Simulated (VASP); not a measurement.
Write the native input for VASP 6.6.1 that does the following.

```yaml
Task: single point
Functional: PBEsol
Potentials_or_basis: VASP PAW PBE potentials, release 64 (Ba_sv, Ti_sv, O)
Cutoff: 520 eV
k_mesh: 2 × 2 × 2
Occupations: fermi-dirac, width 0.05 eV
Spin: no spin polarisation
Dipole_correction: no
Further_INCAR_settings: LREAL = Auto; ALGO = Normal; EDIFF = 1e-06; NBANDS = 177
```

The structure of Ba7Ti8O23 (a cell with a defect) lies in POSCAR:

```
Ba7Ti8O23
1.0
    7.9404200000      0.0000000000      0.0000000000
    0.0000000000      7.9404200000      0.0000000000
    0.0000000000      0.0000000000      7.9404200000
Ba Ti O
7 8 23
Direct
    0.0004040000      0.9988200000      0.0014440000
    0.0040710000      0.9968180000      0.5017120000
    0.0015530000      0.4998860000      0.0059500000
    0.0080310000      0.4971740000      0.4984580000
    0.5013570000      0.0011810000      0.9993960000
    0.4971130000      0.0007350000      0.5043400000
    0.5019230000      0.4979100000      0.9982690000
    0.2471300000      0.2522390000      0.2489250000
    0.2504000000      0.2544680000      0.7513930000
    0.2497340000      0.7479840000      0.2496120000
    0.2486980000      0.7483360000      0.7524790000
    0.7530560000      0.2463380000      0.2511040000
    0.7509190000      0.2466050000      0.7490150000
    0.7508890000      0.7549210000      0.2493540000
    0.7515640000      0.7477410000      0.7516280000
    0.2471960000      0.2500850000      0.9995580000
    0.2507550000      0.7511720000      0.9986190000
    0.2546740000      0.7466510000      0.4983050000
    0.7466510000      0.2442930000      0.0035040000
    0.7469800000      0.2486170000      0.5025000000
    0.7486590000      0.7481280000      0.0012500000
    0.7506930000      0.7496920000      0.4958580000
    0.0033420000      0.2499990000      0.2526250000
    0.9986590000      0.2528900000      0.7520700000
    0.0007510000      0.7482970000      0.2535260000
    0.9988230000      0.7482560000      0.7494790000
    0.5022350000      0.2546440000      0.2507120000
    0.4989310000      0.2504220000      0.7520120000
    0.4971970000      0.7516840000      0.2494090000
    0.4974430000      0.7460150000      0.7498310000
    0.2539690000      0.0029960000      0.2507720000
    0.2517000000      0.9995920000      0.7447210000
    0.2533160000      0.5011580000      0.2475470000
    0.2500300000      0.4984410000      0.7522560000
    0.7535440000      0.9974430000      0.2520160000
    0.7525220000      0.0015440000      0.7474000000
    0.7514330000      0.4992890000      0.2516300000
    0.7525050000      0.4969120000      0.7519230000
```

One way to write it, as run:

INCAR

```
SYSTEM = Ba7Ti8O23
PREC = Accurate
ENCUT = 520
EDIFF = 1E-6
ISMEAR = -1
SIGMA = 0.05
LREAL = Auto
LASPH = .TRUE.
NELM = 120
ALGO = Normal
ISIF = 2
LWAVE = .FALSE.
LCHARG = .FALSE.
GGA = PS
NBANDS = 177
GGA_COMPAT = .FALSE.
```

KPOINTS

```
Automatic mesh
0
G
  2 2 2
  0 0 0
```

Potentials or basis: VASP PAW PBE potentials, release 64 (Ba_sv, Ti_sv, O).

The run is started by

```sh
$ cat potpaw_PBE.64/Ba_sv/POTCAR potpaw_PBE.64/Ti_sv/POTCAR potpaw_PBE.64/O/POTCAR > POTCAR
$ mpirun -np 1 vasp_std > vasp.out
```

It gave:

| Item | Value |
| --- | --- |
| Pressure | -1.0 GPa |
| Largest force | 4.527 eV/Å |
| Band gap on the k mesh | 0.38 eV |

Caveat: the PAW data sets were made with another functional, which shifts forces and pressure a little; spin-orbit coupling is left out, which moves the levels of the heavy elements.

It took 21 min on 1 thread of Intel(R) Xeon(R) Platinum 8488C (Sapphire Rapids), on a shared host, peak memory 0.76 GiB.
